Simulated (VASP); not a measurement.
Wanted: the native input for a VASP 6.6.1 run.

| Quantity | Value |
| --- | --- |
| Task | single point |
| Functional | LDA |
| Potentials or basis | VASP PAW LDA potentials, release 64 (Zn) |
| Cutoff | 520 eV |
| k mesh | 57 × 57 × 28 |
| Occupations | gaussian, width 0.1 eV |
| Spin | no spin polarisation |
| Dipole correction | no |
| Further INCAR settings | ALGO = Fast; EDIFF = 1e-07; NBANDS = 19 |

The structure of Zn lies in POSCAR:

```
Zn
1.0
    2.5602383766      0.0000000000      0.0000000000
   -1.2801191883      2.2172314739      0.0000000000
    0.0000000000      0.0000000000      4.5825303522
Zn
2
Direct
    0.3333333333      0.6666666667      0.2500000000
    0.6666666667      0.3333333333      0.7500000000
```

The input as run:

INCAR

```
SYSTEM = Zn
PREC = Accurate ; ENCUT = 520
EDIFF = 1E-7 ; ISMEAR = 0
SIGMA = 0.1 ; LREAL = .False.
LASPH = .True. ; NELM = 60
ALGO = Fast ; ISIF = 2
LWAVE = .False. ; LCHARG = .False.
GGA = CA ; NBANDS = 19
```

KPOINTS

```
Automatic mesh
0
Gamma
  57 57 28
  0 0 0
```

Potentials or basis: VASP PAW LDA potentials, release 64 (Zn).

Command:

```bash
$ cat potpaw_LDA.64/Zn/POTCAR > POTCAR
$ mpirun -np 1 vasp_std > vasp.out
```

It gave:

* Pressure: 4.8 GPa
* Band gap on the k mesh: zero (bands 12 and 13 overlap by 4.29 eV)

Caveat: the cell stands under pressure.

Run time: 34 min on 1 thread of Oxide Virtual Turin-like Processor (shared host), peak memory 1.6 GiB.
